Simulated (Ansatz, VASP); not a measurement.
# Sc4As3: VASP beside Ansatz

```xyz
14
Lattice="-4.0893 4.0893 4.0893 4.0893 -4.0893 4.0893 4.0893 4.0893 -4.0893" Properties=species:S:1:pos:R:3 pbc="T T T"
Sc   -0.5709    3.5184    0.5709
Sc    2.6155    2.6155    2.6155
Sc    3.5184    0.5709   -0.5709
Sc    0.5709   -0.5709    3.5184
Sc   -1.4738    1.4738    5.5630
Sc    1.4738    5.5630   -1.4738
Sc    5.5630   -1.4738    1.4738
Sc    0.5709    0.5709    0.5709
As    2.0446    3.0669    0.0000
As    0.0000    2.0446    3.0669
As    3.0669    0.0000    2.0446
As    1.0223    0.0000    6.1339
As    6.1339    1.0223    0.0000
As    0.0000    6.1339    1.0223
```

Alike in both runs: functional PBE; k mesh 6 × 6 × 6; occupations gaussian, width 0.1 eV; no spin polarisation.

Ansatz relaxed the structure, and its values are those at the end. VASP's run is a single point on that final structure, the one shown.

|  | VASP | Ansatz |
| --- | --- | --- |
| version | VASP 6.6.1 | Ansatz 0.2.0 |
| potentials or method | VASP PAW PBE potentials, release 64 (Sc_sv, As), cutoff 520 eV | scalar-relativistic, plane waves, PAW |
| valence electrons in the cell | 118 | 178 |

|  | VASP | Ansatz | Ansatz less VASP |
| --- | --- | --- | --- |
| gap on the k mesh at the Fermi level (eV) | none | none | - |
| pressure (GPa) | 0.3 | 0.0 | -0.27 |
| rms of the force components (eV/Å) | 0.003 | 0.000 | -0.0030 |

A gap of «none» marks a metal or a gap that the smearing closes. The functional is the same, so the differences come from potentials, cutoffs and numerics. VASP's potentials hold 118 valence electrons a cell and Ansatz's 178, so a difference there can come from the potentials and not from the codes.
